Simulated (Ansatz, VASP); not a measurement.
## GaN: VASP beside Ansatz

File INCAR:

```
SYSTEM = GaN
PREC = Accurate
ENCUT = 520
EDIFF = 1E-7
ISMEAR = 0
SIGMA = 0.05
LREAL = .FALSE.
LASPH = .TRUE.
NELM = 80
ALGO = Normal
ISIF = 2
LWAVE = .FALSE.
LCHARG = .FALSE.
GGA = PE
NBANDS = 26
```

KPOINTS

```
regular mesh
0
G
  12 12 6
  0 0 0
```

The input POSCAR:

```
GaN
1.0
    3.1218760489      0.0000000000      0.0000000000
   -1.5609380245      2.7872412019      0.0000000000
    0.0000000000      0.0000000000      5.2430304702
Ga N
2 2
Direct
    0.3333333333      0.6666666667      0.9991316875
    0.6666666667      0.3333333333      0.4991316875
    0.3333333333      0.6666666667      0.3758683125
    0.6666666667      0.3333333333      0.8758683125
```

Input for Ansatz:

```yaml
crystal:
  lattice:
    - [3.1218760489, 0.0, 0.0]
    - [-1.5609380245, 2.7872412019, 0.0]
    - [0.0, 0.0, 5.2430304702]
  atoms:
    - { symbol: Ga, position: [0.3333333333, 0.6666666667, 0.9991316875] }
    - { symbol: Ga, position: [0.6666666667, 0.3333333333, 0.4991316875] }
    - { symbol: "N", position: [0.3333333333, 0.6666666667, 0.3758683125] }
    - { symbol: "N", position: [0.6666666667, 0.3333333333, 0.8758683125] }
basis:
  ecutwfc: 420
kpoints:
  mp_grid: { grid: [12, 12, 6] }
hamiltonian:
  xc: pbe
scf:
  occupations: { method: gaussian, width: 0.05 }
output:
  forces: true
  stress: true
  eigenvalues: true
```

Change from the starting cell: strain -0.0300 x Voigt [1, 0, 0, 0, 0, 0], atoms carried along.

Alike in both runs: task single point; functional PBE; k mesh 12 × 12 × 6; occupations gaussian, width 0.05 eV; no spin polarisation.

|  | VASP | Ansatz |
| --- | --- | --- |
| version | VASP 6.6.1 | Ansatz 0.2.0 |
| potentials or method | VASP PAW PBE potentials, release 64 (Ga_d, N), cutoff 520 eV | scalar-relativistic, plane waves, PAW |
| valence electrons in the cell | 36 | 36 |

Ansatz gave:

| Quantity | Value |
| --- | --- |
| gap on the k mesh at the Fermi level (eV) | 1.79 |
| least direct gap on the mesh (eV) | 1.79 |
| pressure (GPa) | 5.8 |
| traceless stress, the component that is largest in VASP (GPa) | 6.76 |
| rms of the force components (eV/Å) | 0.186 |

**Question.** What did VASP give for the same quantities?

**Answer.** gap on the k mesh at the Fermi level (eV): 1.80; least direct gap on the mesh (eV): 1.80; pressure (GPa): 5.8; traceless stress, the component that is largest in VASP (GPa): 6.73; rms of the force components (eV/Å): 0.183.

Atom by atom the forces differ by 0.003 eV/Å (rms over components).
